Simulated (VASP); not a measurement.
A run of VASP 6.6.1 is set up as follows.

File INCAR:

```
SYSTEM = Au
PREC = Accurate ; ENCUT = 400
EDIFF = 1E-8 ; ISMEAR = -1
SIGMA = 0.15 ; LREAL = .FALSE.
LASPH = .TRUE. ; NELM = 120
ALGO = Normal ; ISIF = 2
LWAVE = .FALSE. ; LCHARG = .FALSE.
GGA = PS ; LEFG = .TRUE.
NBANDS = 26 ; GGA_COMPAT = .FALSE.
```

KPOINTS

```
Automatic mesh
0
G
  16 16 10
  0 0 0
```

Contents of POSCAR:

```
Au
1.0
    1.4317814663     -2.4799683627      0.0000000000
    1.4317814663      2.4799683627      0.0000000000
    0.0000000000      0.0000000000      4.7983151564
Au
2
Direct
    0.6666493017      0.3333506983      0.2500000000
    0.3333506983      0.6666493017      0.7500000000
```

Potentials or basis: VASP PAW PBE potentials, release 64 (Au_sv_GW).

Run with:

```sh
$ cat potpaw_PBE.64/Au_sv_GW/POTCAR > POTCAR
$ mpirun -np 1 vasp_std > vasp.out
```

(1) Estimate the band gap on the k mesh.

(2) Predict the pressure.

Results:

(1) zero (band 19 reaches 12.37 eV, above the bottom of band 20 at 5.97 eV).

(2) -4.1 GPa.

Caveat: without QUAD_EFG the Cq values of the log hold for a quadrupole moment of 1 mb, not for the nuclei; the PAW data sets were made with another functional, which shifts forces and pressure a little; spin-orbit coupling is left out, which moves the levels of the heavy elements.
